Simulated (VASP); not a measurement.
Br:

```xyz
2
Lattice="3.3300 0.0000 0.0000 -1.6650 2.8839 0.0000 0.0000 0.0000 5.4379" Properties=species:S:1:pos:R:3 pbc="T T T"
Br    0.0000    1.9226    1.3595
Br    1.6650    0.9613    4.0784
```

* Program: VASP 6.6.1
* Task: relaxation of cell and atoms
* Functional: PBE
* Potentials or basis: VASP PAW PBE potentials, release 64 (Br)
* Cutoff: 600 eV
* k mesh: 16 × 16 × 9
* Occupations: fermi-dirac, width 0.02 eV
* Spin: no spin polarisation

At the start: pressure 0.6 GPa; volume 26.11 Å³/atom.

Q: Where does the relaxation end?

A: Over 22 steps the energy falls by 282.4 meV/atom and the volume is 34.47 Å³/atom (+32.0 %); space group P6_3/mmc (No. 194, to 0.1 Å) before and after.

Step by step:
```
step  energy change (eV)  largest force (eV/Å)  pressure (GPa)  volume (Å³)
   1              0.0000                0.0000            0.63        52.22
   2             -0.0021                0.0000            0.19        53.00
   3             -0.0025                0.0000           -0.07        53.50
   4             -0.0039                0.0000           -0.15        53.64
   5             -0.0125                0.0000           -0.37        54.05
   6             -0.0400                0.0000           -0.75        54.84
   7             -0.1238                0.0000           -1.25        56.27
   8             -0.3939                0.0000           -1.57        58.60
   9             -0.5124                0.0000            3.04        61.26
  10             -0.5461                0.0000            1.22        60.79
  11             -0.5466                0.0000            1.24        60.98
  12             -0.5476                0.0000            1.34        61.54
  13             -0.5475                0.0000            1.53        62.65
  14             -0.5504                0.0000            1.39        63.25
  15             -0.5572                0.0000            1.00        65.06
  16             -0.5637                0.0000            0.32        68.75
  17             -0.5640                0.0000            0.18        69.61
  18             -0.5640                0.0000            0.15        69.75
  19             -0.5643                0.0000            0.12        69.61
  20             -0.5647                0.0000            0.03        69.19
  21             -0.5643                0.0000           -0.15        68.33
  22             -0.5647                0.0000           -0.02        68.94
```

Final structure:
```
CELL_PARAMETERS angstrom
3.02489 0.00000 0.00000
-1.51244 2.61963 0.00000
0.00000 0.00000 8.70009
ATOMIC_POSITIONS crystal
Br 0.33333 0.66667 0.25000
Br 0.66667 0.33333 0.75000
```

Caveat: the volume moved by over 15 % at a fixed basis, so the end points are rough; this functional lacks dispersion, which binds layers or chains, so the pressure and a relaxed spacing across them are unreliable.
